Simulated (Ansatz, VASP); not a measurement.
**One calculation of Re, two programs**

```
Re
1.0
     2.72900    0.00000    0.00000
    -1.36450    2.36338    0.00000
     0.00000    0.00000    8.81803
Re
4
Direct
  0.00000 0.00000 0.00000
  0.33333 0.66667 0.25000
  0.00000 0.00000 0.50000
  0.66667 0.33333 0.75000
```

Alike in both runs: task single point; functional PBE; k mesh 10 × 10 × 3; occupations fermi-dirac, width 0.01 eV; no spin polarisation.

|  | VASP | Ansatz |
| --- | --- | --- |
| version | VASP 6.6.1 | Ansatz 0.2.0 |
| potentials or method | VASP PAW PBE potentials, release 64 (Re), cutoff 520 eV | plane waves, PAW |
| valence electrons in the cell | 28 | 60 |

|  | VASP | Ansatz | Ansatz less VASP |
| --- | --- | --- | --- |
| pressure (GPa) | 19.9 | 20.0 | +0.10 |
| traceless stress, the component that is largest in VASP (GPa) | -0.72 | -0.70 | +0.023 |

The functional is the same, so the differences come from potentials, cutoffs and numerics. VASP's potentials hold 28 valence electrons a cell and Ansatz's 60, so a difference there can come from the potentials and not from the codes. Ansatz's warnings: stress scf threshold loose.

Spin-orbit coupling is off throughout.
